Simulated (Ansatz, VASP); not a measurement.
## Ta2W in VASP and in Ansatz

```
CELL_PARAMETERS angstrom
-1.62875 1.62875 4.93715
1.62875 -1.62875 4.93715
1.62875 1.62875 -4.93715
ATOMIC_POSITIONS crystal
Ta 0.66076 0.66076 0.00000
Ta 0.33924 0.33924 0.00000
W 0.00000 0.00000 0.00000
```

Alike in both runs: functional PBE; k mesh 8 × 8 × 8; occupations gaussian, width 0.1 eV; no spin polarisation.

Ansatz relaxed the structure, and its values are those at the end. VASP's run is a single point on that final structure, the one shown.

|  | VASP | Ansatz |
| --- | --- | --- |
| version | VASP 6.6.1 | Ansatz 0.2.0 |
| potentials or method | VASP PAW PBE potentials, release 64 (Ta_pv, W_sv), cutoff 520 eV | scalar-relativistic, plane waves, PAW |
| valence electrons in the cell | 36 | 40 |

VASP gave:

* gap on the k mesh at the Fermi level (eV): none
* pressure (GPa): 0.3
* rms of the force components (eV/Å): 0.008

Question: Estimate Ansatz's values.

Answer: gap on the k mesh at the Fermi level (eV): none; pressure (GPa): 0.0; rms of the force components (eV/Å): 0.002.

A gap of «none» marks a metal or a gap that the smearing closes. VASP's potentials hold 36 valence electrons a cell and Ansatz's 40, so a difference there can come from the potentials and not from the codes.

Spin-orbit coupling is off throughout.
